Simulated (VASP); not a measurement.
# BiO5 (F-43m) in VASP: notebook, part 2 of 2

VASP 6.6.1. The steps go on from the part before.

**3. Relaxation of cell and atoms, PBE**

INCAR reads:

```
SYSTEM = BiO5
ALGO = Normal ; EDIFF = 1E-6
EDIFFG = -0.01 ; ENCUT = 600
GGA = PE ; IBRION = 2
ISIF = 3 ; ISMEAR = 0
LASPH = .TRUE. ; LCHARG = .FALSE.
LREAL = .FALSE. ; LWAVE = .FALSE.
NELM = 100 ; NSW = 100
PREC = Accurate ; SIGMA = 0.1
```

KPOINTS reads:

```
k-points
0
G
  10 10 10
  0 0 0
```

POSCAR reads:

```
BiO5
1.0
    0.0000000000      3.1555076772      3.1555076772
    3.1555076772      0.0000000000      3.1555076772
    3.1555076772      3.1555076772      0.0000000000
Bi O
1 5
Direct
    0.5000000000      0.5000000000      0.5000000000
    0.8777120879      0.8777120879      0.8777120879
    0.3668637363      0.8777120879      0.8777120879
    0.2500000000      0.2500000000      0.2500000000
    0.8777120879      0.3668637363      0.8777120879
    0.8777120879      0.8777120879      0.3668637363
```

Potentials or basis: VASP PAW PBE potentials, release 64 (Bi_d, O).

The run is started by

```bash
cat potpaw_PBE.64/Bi_d/POTCAR potpaw_PBE.64/O/POTCAR > POTCAR
mpirun -np 1 vasp_std > vasp.out
```

OUTCAR:

```text
SYSTEM = BiO5
   EDIFF = 1E-6
   EDIFFG = -0.01
   ENCUT = 600
   GGA = PE
   IBRION = 2
   ISIF = 3
   ISMEAR = 0
   LASPH = .TRUE.
   LREAL = .FALSE.
   NELM = 100
   NSW = 100
   PREC = Accurate

 ion  position               nearest neighbor table
   1  0.500  0.500  0.500-   6 2.62   2 2.62   3 2.62   5 2.62   2 2.62   3 2.62   6 2.62   2 2.62
                             5 2.62   6 2.62   3 2.62   5 2.62   4 2.73   4 2.73   4 2.73   4 2.73
   2  0.878  0.878  0.878-   1 2.62   1 2.62   1 2.62
   3  0.367  0.878  0.878-   1 2.62   1 2.62   1 2.62
   4  0.250  0.250  0.250-   1 2.73   1 2.73   1 2.73   1 2.73
   5  0.878  0.367  0.878-   1 2.62   1 2.62   1 2.62
   6  0.878  0.878  0.367-   1 2.62   1 2.62   1 2.62

  LATTYP: Found a face centered cubic cell.
 ALAT       =     6.3110153544

  Lattice vectors:
[... 393 lines left out ...]
  ---------------------------------------------------
  free energy    TOTEN  =       -22.34228458 eV

  energy without entropy =      -22.27458999  energy(sigma->0) =      -22.30843729

 E-fermi :   4.9295     XC(G=0): -11.8487

 val. band max:        4.9291955559   @ k =  -0.1000   0.1000   0.0000
 cond. band min:       4.9316203590   @ k =   0.5000   0.5000   0.0000
 fundamental gap:      0.0024248031
 Fermi energy:         4.9295203346

 k-point     1 :       0.0000    0.0000    0.0000
  band No.  band energies     occupation
      1     -17.0756      2.00000
      2     -17.0756      2.00000
      3     -17.0756      2.00000
      4     -17.0617      2.00000
      5     -17.0617      2.00000
      6     -15.0550      2.00000
[... 709 lines left out ...]
     26       5.9112      0.00000
     27      10.1422      0.00000

 [... further k-points ...]

------------------------ aborting loop because EDIFF is reached ----------------------------------------

  FORCE on cell =-STRESS in cart. coord.  units (eV):
  Direction    XX          YY          ZZ          XY          YZ          ZX
  --------------------------------------------------------------------------------------
  -------------------------------------------------------------------------------------
  Total        0.0002634      0.0002634      0.0002634      0.0000000     -0.0000000     -0.0000000
  in kB        0.0067370      0.0067370      0.0067370      0.0000000     -0.0000000     -0.0000000
  external PRESSURE =       0.0067370 kB  Pullay stress =       0.0000000 kB
[... 21 lines left out ...]
  FREE ENERGIE OF THE ION-ELECTRON SYSTEM (eV)
  ---------------------------------------------------
  free  energy   TOTEN  =       -22.3422845791 eV

  energy  without entropy=      -22.2745899923  energy(sigma->0) =      -22.30843729

 reached required accuracy - stopping structural energy minimisation
```

OSZICAR:

```text
N       E                     dE             d eps       ncg     rms          rms(c)
DAV:   1     0.550851809644E+03    0.55085E+03   -0.26475E+04  2538   0.218E+03
DAV:   2     0.302594862886E+02   -0.52059E+03   -0.50954E+03  3003   0.561E+02
DAV:   3    -0.213033746035E+02   -0.51563E+02   -0.48735E+02  2817   0.170E+02
[... 45 lines left out ...]
DAV:   1    -0.223421087196E+02    0.55814E-04   -0.16971E-01  3226   0.266E+00    0.662E-02
DAV:   2    -0.223429646208E+02   -0.85590E-03   -0.60426E-03  2900   0.379E-01    0.388E-01
DAV:   3    -0.223422827025E+02    0.68192E-03   -0.33701E-03  3124   0.148E-01    0.389E-02
DAV:   4    -0.223422843291E+02   -0.16265E-05   -0.38462E-05  2647   0.431E-02    0.243E-02
DAV:   5    -0.223422845791E+02   -0.25002E-06   -0.59722E-06  2737   0.227E-02
   6 F= -.22342285E+02 E0= -.22308437E+02  d E =-.186266E-03
```

CONTCAR:

```text
BiO5
   1.00000000000000
    -0.0000000000000000    3.1519894928316843    3.1519894928316843
     3.1519894928316843    0.0000000000000000    3.1519894928316843
     3.1519894928316843    3.1519894928316843   -0.0000000000000000
  Bi              O
     1     5
Direct
     0.5000000000000000    0.5000000000000000    0.5000000000000000
     0.8781395329795406    0.8781395329795406    0.8781395329795406
     0.3655814010613781    0.8781395329795406    0.8781395329795406
     0.2500000000000000    0.2500000000000000    0.2500000000000000
     0.8781395329795406    0.3655814010613781    0.8781395329795406
     0.8781395329795406    0.8781395329795406    0.3655814010613781

  0.00000000E+00  0.00000000E+00  0.00000000E+00
  0.00000000E+00  0.00000000E+00  0.00000000E+00
  0.00000000E+00  0.00000000E+00  0.00000000E+00
  0.00000000E+00  0.00000000E+00  0.00000000E+00
  0.00000000E+00  0.00000000E+00  0.00000000E+00
  0.00000000E+00  0.00000000E+00  0.00000000E+00
```

Run time: 3.2 min. Hardware: 1 thread of Intel Xeon Platinum 8488C (Sapphire Rapids), shared host; peak memory 0.26 GiB.

What came out:

```
Free energy                            : -22.3423 eV
Relaxed volume                         : 10.44 Å³/atom
Relaxed cell                           : a = 4.458 Å, b = 4.458 Å, c = 4.458 Å, α = 60.00°, β = 60.00°, γ = 60.00°
Space group after relaxing (to 0.05 Å) : F-43m (No. 216)
Energy gained by relaxing              : 0.1 meV/atom
Ionic steps                            : 6
Pressure after relaxing                : 0.0 GPa
Largest force after relaxing           : 0.004 eV/Å
```

Forces on the atoms (eV/Å):
```
Bi   0.000  0.000  0.000
O    0.002  0.002  0.002
O    0.002 -0.002 -0.002
O    0.000  0.000  0.000
O   -0.002  0.002 -0.002
O   -0.002 -0.002  0.002
```

The path:
```tsv
step	energy change (eV)	largest force (eV/Å)	pressure (GPa)	volume (Å³)
1	0.0000	0.0208	-0.44	62.84
2	-0.0003	0.0186	0.11	62.58
3	-0.0003	0.0189	0.07	62.61
4	-0.0003	0.0190	0.03	62.62
5	-0.0004	0.0157	0.04	62.62
6	-0.0005	0.0038	0.00	62.63
```

Final structure:
```xyz
6
Lattice="0.0000 3.1520 3.1520 3.1520 0.0000 3.1520 3.1520 3.1520 0.0000" Properties=species:S:1:pos:R:3 pbc="T T T"
Bi    3.1520    3.1520    3.1520
O     5.5358    5.5358    5.5358
O     5.5358    3.9202    3.9202
O     1.5760    1.5760    1.5760
O     3.9202    5.5358    3.9202
O     3.9202    3.9202    5.5358
```

Caveat: spin-orbit coupling is left out, which moves the levels of the heavy elements; an odd number of electrons without spin polarisation forces a metal; a magnetic or distorted state may lie lower.
